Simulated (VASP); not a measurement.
# CdS in VASP: single point with PBEsol

Aim: the single point of CdS with PBEsol.

All numbers are computed with VASP 6.6.1; they aren't measurements. Logs are shortened: lines on timing, memory, paths and dates and some standing lists are left out, and cuts for length are marked.

## 1. The cell of the first run

The typed cell holds 8 atoms: a = 3.813 Å, b = 7.614 Å, c = 6.364 Å, α = 89.95°, β = 90.08°, γ = 120.05°.

## 2. Single point, PBEsol

Contents of INCAR:

```
SYSTEM = CdS
PREC     = Accurate       ! precision mode
ENCUT    = 520            ! plane-wave cutoff, eV
EDIFF    = 1E-6           ! SCF threshold, eV
ISMEAR   = -1             ! smearing method
SIGMA    = 0.05           ! smearing width, eV
LREAL    = .FALSE.        ! projectors in reciprocal space
LASPH    = .TRUE.         ! aspherical terms in the spheres
NELM     = 60             ! most SCF steps
ALGO     = Normal         ! electronic algorithm
ISIF     = 2              ! what is computed and relaxed
LWAVE    = .FALSE.        ! write WAVECAR
LCHARG   = .FALSE.        ! write CHGCAR
GGA      = PS             ! functional
NBANDS   = 46             ! bands
```

Contents of KPOINTS:

```
Automatic mesh
0
G
  6 6 4
  0 0 0
```

Contents of POSCAR:

```
CdS
1.0
    3.8126430686      0.0000203564     -0.0025471998
   -3.8126192303      6.5910939258      0.0032065612
   -0.0043211324      0.0006226824      6.3644223481
Cd S
4 4
Direct
   -0.0406108268     -0.0177866234      0.0009419683
   -0.0405638240     -0.0177728764      0.5009381080
   -0.0403135756      0.4821751505      0.0009958345
   -0.0401257774      0.4822630525      0.5010041450
    0.2930174881      0.3155201421      0.2509662682
    0.6261895083      0.1489201190      0.7509428329
    0.2927523657      0.8155188016      0.2509658347
    0.6263537334      0.6489186887      0.7509864886
```

Potentials or basis: VASP PAW PBE potentials, release 64 (Cd, S).

Command:

```sh
$ cat potpaw_PBE.64/Cd/POTCAR potpaw_PBE.64/S/POTCAR > POTCAR
$ mpirun -np 1 vasp_std > vasp.out
```

OUTCAR:

```text
SYSTEM = CdS
   PREC = Accurate
   ENCUT = 520
   EDIFF = 1E-6
   ISMEAR = -1
   LREAL = .FALSE.
   LASPH = .TRUE.
   NELM = 60
   ISIF = 2
   GGA = PS

 ion  position               nearest neighbor table
   1  0.959  0.982  0.001-   8 2.71   5 2.71   6 2.71   7 2.71   7 2.72   6 2.72   2 3.18   2 3.18

   2  0.959  0.982  0.501-   5 2.71   8 2.71   7 2.71   6 2.71   6 2.72   7 2.72   1 3.18   1 3.18

   3  0.960  0.482  0.001-   6 2.71   7 2.71   5 2.71   8 2.71   5 2.72   8 2.72   4 3.18   4 3.18

   4  0.960  0.482  0.501-   7 2.71   6 2.71   8 2.71   5 2.71   5 2.72   8 2.72   3 3.18   3 3.18

   5  0.293  0.316  0.251-   2 2.71   1 2.71   3 2.71   4 2.71   3 2.72   4 2.72
   6  0.626  0.149  0.751-   4 2.71   3 2.71   1 2.71   2 2.71   2 2.72   1 2.72
   7  0.293  0.816  0.251-   4 2.71   3 2.71   2 2.71   1 2.71   1 2.72   2 2.72
   8  0.626  0.649  0.751-   2 2.71   1 2.71   4 2.71   3 2.71   3 2.72   4 2.72

  LATTYP: Found a triclinic cell.
 ALAT       =     3.8126439195
 B/A-ratio  =     1.9971357981
 C/A-ratio  =     1.6692940594
 COS(alpha) =     0.0008457697
 COS(beta)  =     0.0013470430
 COS(gamma) =     0.5007093829

  Lattice vectors:

 A1 = (   3.8126430686,   0.0000203564,  -0.0025471998)
 A2 = (   3.8126192303,  -6.5910939258,  -0.0032065612)
 A3 = (   0.0043211324,  -0.0006226824,  -6.3644223481)

Analysis of symmetry for initial positions (statically):
=====================================================================
 Subroutine PRICEL returns:
 Original cell was already a primitive cell.

 Routine SETGRP: Setting up the symmetry group for a
 triclinic supercell.

 Subroutine GETGRP returns: Found  1 space group operations
 (whereof  1 operations were pure point group operations)
 out of a pool of  2 trial point group operations.

The static configuration has the point symmetry C_1 .

Analysis of symmetry for dynamics (positions and initial velocities):
=====================================================================
 Subroutine PRICEL returns:
 Original cell was already a primitive cell.

 Routine SETGRP: Setting up the symmetry group for a
 triclinic supercell.

 Subroutine GETGRP returns: Found  1 space group operations
 (whereof  1 operations were pure point group operations)
 out of a pool of  2 trial point group operations.

The dynamic configuration has the point symmetry C_1 .

 Subroutine INISYM returns: Found  1 space group operations
 (whereof  1 operations are pure point group operations),
 and found     1 'primitive' translations

----------------------------------------------------------------------------------------

                                     Primitive cell

  volume of cell :     159.9351

  direct lattice vectors                    reciprocal lattice vectors
     3.812643069  0.000020356 -0.002547200     0.262284538  0.151718450  0.000163235
    -3.812619230  6.591093926  0.003206561    -0.000000820  0.151719416 -0.000014844
    -0.004321132  0.000622682  6.364422348     0.000104973 -0.000015719  0.157123523

  length of vectors
     3.812643920  7.614367657  6.364423845     0.303004445  0.151719417  0.157123559

  position of ions in fractional coordinates (direct lattice)
     0.959389173  0.982213377  0.000941968
     0.959436176  0.982227124  0.500938108
     0.959686424  0.482175150  0.000995835
     0.959874223  0.482263053  0.501004145
     0.293017488  0.315520142  0.250966268
     0.626189508  0.148920119  0.750942833
     0.292752366  0.815518802  0.250965835
     0.626353733  0.648918689  0.750986489

  ion indices of the primitive-cell ions
   primitive index   ion index
                 1           1
                 2           2
                 3           3
                 4           4
                 5           5
                 6           6
                 7           7
                 8           8

----------------------------------------------------------------------------------------

 KPOINTS: Automatic mesh

Automatic generation of k-mesh.
 Grid dimensions read from file:
 generate k-points for:    6    6    4

 Generating k-lattice:

  Cartesian coordinates                     Fractional coordinates (reciprocal lattice)
     0.043714090  0.025286408  0.000027206     0.166666667  0.000000000  0.000000000
    -0.000000137  0.025286569 -0.000002474     0.000000000  0.166666667  0.000000000
     0.000026243 -0.000003930  0.039280881     0.000000000 -0.000000000  0.250000000

  Length of vectors
     0.050500741  0.025286569  0.039280890

  Shift w.r.t. Gamma in fractional coordinates (k-lattice)
     0.000000000  0.000000000  0.000000000

 Subroutine IBZKPT returns following result:
 ===========================================

 Found     76 irreducible k-points:

 Following reciprocal coordinates:
            Coordinates               Weight
  0.000000  0.000000  0.000000      1.000000
  0.166667 -0.000000  0.000000      2.000000
  0.333333  0.000000 -0.000000      2.000000
  0.500000  0.000000  0.000000      1.000000
 -0.000000  0.166667  0.000000      2.000000
  0.166667  0.166667  0.000000      2.000000
[... 16 lines left out ...]
  0.333333 -0.000000  0.250000      2.000000
  0.500000  0.000000  0.250000      2.000000
 [... further k-points ...]
   k-points           NKPTS =     76   k-points in BZ     NKDIM =     76   number of bands    NBANDS=     46
   number of dos      NEDOS =    301   number of ions     NIONS =      8
   total plane-waves  NPLWV =  80640
   dimension x,y,z NGX =    28 NGY =   60 NGZ =   48
   dimension x,y,z NGXF=    56 NGYF=  120 NGZF=   96
   ions per type =               4   4
   NGX,Y,Z   is equivalent  to a cutoff of  12.21, 13.10, 12.54 a.u.
   NGXF,Y,Z  is equivalent  to a cutoff of  24.42, 26.20, 25.08 a.u.
 SYSTEM =  CdS
   PREC   = accura    normal or accurate (medium, high low for compatibility)
   ISTART =      0    job   : 0-new  1-cont  2-samecut
   ICHARG =      2    charge: 1-file 2-atom 10-const
   ISPIN  =      1    spin polarized calculation?
   LNONCOLLINEAR =      F non collinear calculations
   LSORBIT =      F    spin-orbit coupling
   LASPH  =      T    aspherical Exc in radial PAW
   ENCUT  =  520.0 eV  38.22 Ry    6.18 a.u.   7.09 14.16 11.83*2*pi/ulx,y,z
   NELM   =     60;   NELMIN=  2; NELMDL= -5     # of ELM steps
   EDIFF  = 0.1E-05   stopping-criterion for ELM
   LREAL  =      F    real-space projection
   EDIFFG = 0.1E-04   stopping-criterion for IOM
   NSW    =      0    number of steps for IOM
   IBRION =     -1    ionic relax: 0-MD 1-quasi-New 2-CG
   NFREE  =      0    steps in history (QN), initial steepest desc. (CG)
   ISIF   =      2    stress and relaxation
   ISYM   =      2    0-nonsym 1-usesym 2-fastsym
   POTIM  = 0.5000    time-step for ionic-motion
   TEBEG  =    0.0;   TEEND  =   0.0 temperature during run
   PSTRESS=    0.0 pullay stress
   NELECT =      72.0000    total number of electrons
   NUPDOWN=      -1.0000    fix difference up-down
   EMIN   =  10.00;   EMAX   =-10.00  energy-range for DOS
   EFERMI =   0.00;   METHOD = LEGACY
   ISMEAR =    -1;   SIGMA  =   0.05  broadening in eV -4-tet -1-fermi 0-gaus
   EFERMI_NEDOS =   21; number of points for ismear=-14 and -15
   IALGO  =     38    algorithm
   IMIX   =      4    mixing-type and parameters
     AMIX     =   0.40;   BMIX     =  1.00
     AMIX_MAG =   1.60;   BMIX_MAG =  1.00
  volume/ion in A,a.u.               =      19.99       134.91
  Fermi-wavevector in a.u.,A,eV,Ry     =   1.254694  2.371027 21.419059  1.574256
  Thomas-Fermi vector in A             =   2.388486
   LORBIT       =      0    0 simple, 1 ext, 2 COOP (PROOUT), +10 PAW based schemes
   GGA     = PS    functional components
   LHFCALC =     F    Hartree Fock is set to
   AEXX    =    0.0000 exact exchange contribution
   IVDW    =     0    specifies the selected vdW correction
   LEPSILON=     F    determine dielectric tensor
   LRPA    =     F    only Hartree local field effects (RPA)
 non-spin polarized calculation
  energy-cutoff  :      520.00
  volume of cell :      159.94
 maximum number of plane-waves:      4356
   NGX = 15   NGY = 29   NGZ = 23

 number of electron      72.0000010 magnetization

 Free energy of the ion-electron system (eV)
  ---------------------------------------------------
  ext. energy  EPLUGINS =         0.00000000
  ---------------------------------------------------
  free energy    TOTEN  =       -26.22581221 eV

  energy without entropy =      -26.22574805  energy(sigma->0) =      -26.22578013

 E-fermi :   3.4830     XC(G=0): -10.6949

 val. band max:        3.0929395000   @ k =   0.0000   0.0000   0.0000
 cond. band min:       3.7403624216   @ k =   0.0000   0.0000   0.0000
 fundamental gap:      0.6474229215
 Fermi energy:         3.4829620861

 k-point     1 :       0.0000    0.0000    0.0000
  band No.  band energies     occupation
      1      -9.9684      2.00000
      2      -9.0071      2.00000
      3      -8.7887      2.00000
      4      -8.7151      2.00000
      5      -5.1883      2.00000
      6      -5.0930      2.00000
[... 38 lines left out ...]
     45       9.9857      0.00000
     46      10.4534      0.00000

 k-point     2 :       0.1667   -0.0000    0.0000
  band No.  band energies     occupation
      1      -9.7445      2.00000
      2      -8.9549      2.00000
      3      -8.8099      2.00000
      4      -8.7935      2.00000
      5      -5.1623      2.00000
      6      -5.0820      2.00000
[... 38 lines left out ...]
     45      10.2068      0.00000
     46      10.4085      0.00000

 k-point     3 :       0.3333    0.0000   -0.0000
  band No.  band energies     occupation
      1      -9.2304      2.00000
      2      -8.9561      2.00000
      3      -8.8238      2.00000
      4      -8.7953      2.00000
      5      -5.1623      2.00000
      6      -5.1021      2.00000
[... 1018 lines left out ...]
     45       9.7020      0.00000
     46       9.9118      0.00000

 k-point    24 :       0.5000    0.0000    0.2500
  band No.  band energies     occupation
      1      -8.9689      2.00000
      2      -8.9689      2.00000
      3      -8.7638      2.00000
      4      -8.7637      2.00000
      5      -5.0402      2.00000
      6      -5.0401      2.00000
[... 38 lines left out ...]
     45       9.5593      0.00000
     46       9.5595      0.00000

 [... further k-points ...]

------------------------ aborting loop because EDIFF is reached ----------------------------------------

  FORCE on cell =-STRESS in cart. coord.  units (eV):
  Direction    XX          YY          ZZ          XY          YZ          ZX
  --------------------------------------------------------------------------------------
  -------------------------------------------------------------------------------------
  Total        0.4972716      0.5074238      0.5354263     -0.0000098     -0.0016497      0.0112628
  in kB        4.9815041      5.0832048      5.3637246     -0.0000982     -0.0165266      0.1128271
  external PRESSURE =       5.1428112 kB  Pullay stress =       0.0000000 kB

 VOLUME and BASIS-vectors are now :
 -----------------------------------------------------------------------------
  energy-cutoff  :      520.00
  volume of cell :      159.94
      direct lattice vectors                 reciprocal lattice vectors
     3.812643069  0.000020356 -0.002547200     0.262284538  0.151718450  0.000163235
    -3.812619230  6.591093926  0.003206561    -0.000000820  0.151719416 -0.000014844
    -0.004321132  0.000622682  6.364422348     0.000104973 -0.000015719  0.157123523

 POSITION                                       TOTAL-FORCE (eV/Angst)
 -----------------------------------------------------------------------------------
     -0.08700      6.47388      0.00670         0.000448      0.000322      0.000098
     -0.08903      6.47428      3.18889         0.000377      0.000151      0.000196
      1.82059      3.17808      0.00544        -0.000280      0.000650     -0.000212
      1.81881      3.17897      3.18770        -0.000996     -0.000246     -0.000650
     -0.08687      2.07979      1.59752        -0.000389     -0.001796      0.000299
      1.81642      0.98203      4.77820         0.000169      0.001278      0.000280
     -1.99419      5.37532      1.59912         0.000433     -0.001881     -0.000099
     -0.08926      4.27756      4.78008         0.000237      0.001521      0.000088
 -----------------------------------------------------------------------------------
    total drift:                                0.000562      0.002099     -0.001052

  FREE ENERGIE OF THE ION-ELECTRON SYSTEM (eV)
  ---------------------------------------------------
  free  energy   TOTEN  =       -26.2258122100 eV

  energy  without entropy=      -26.2257480548  energy(sigma->0) =      -26.22578013
```

Wall time 15 min (1 thread of Intel Xeon 8259CL, shared host); peak memory 0.55 GiB.

What came out:

- Free energy: -26.2258 eV
- Pressure: 0.5 GPa
- Band gap on the k mesh: 0.65 eV

Levels at points of the mesh, in eV from the valence-band top:
```
           k point  band 34  band 35  band 36  band 37  band 38  band 39
(0.00, 0.00, 0.00)    -0.05    -0.01     0.00     0.65     2.55     3.26
(0.50, 0.00, 0.00)    -1.59    -0.04    -0.04     2.56     2.56     3.64
(0.00, 0.50, 0.00)    -0.71    -0.03    -0.03     3.13     3.13     4.00
(0.50, 0.50, 0.00)    -1.80    -1.15    -1.15     1.62     1.62     4.89
(0.00, 0.00, 0.50)    -0.40    -0.39    -0.39     2.01     2.01     3.07
(0.50, 0.00, 0.50)    -1.27    -1.27    -1.27     2.01     2.01     2.01
(0.00, 0.50, 0.50)    -0.86    -0.86    -0.86     3.31     3.31     3.32
(0.50, 0.50, 0.50)    -0.70    -0.69    -0.69     3.32     3.32     3.33
```

Caveat: semilocal functionals underestimate gaps, and a narrow one can read as zero; the PAW data sets were made with another functional, which shifts forces and pressure a little. A k mesh can miss the band edges.
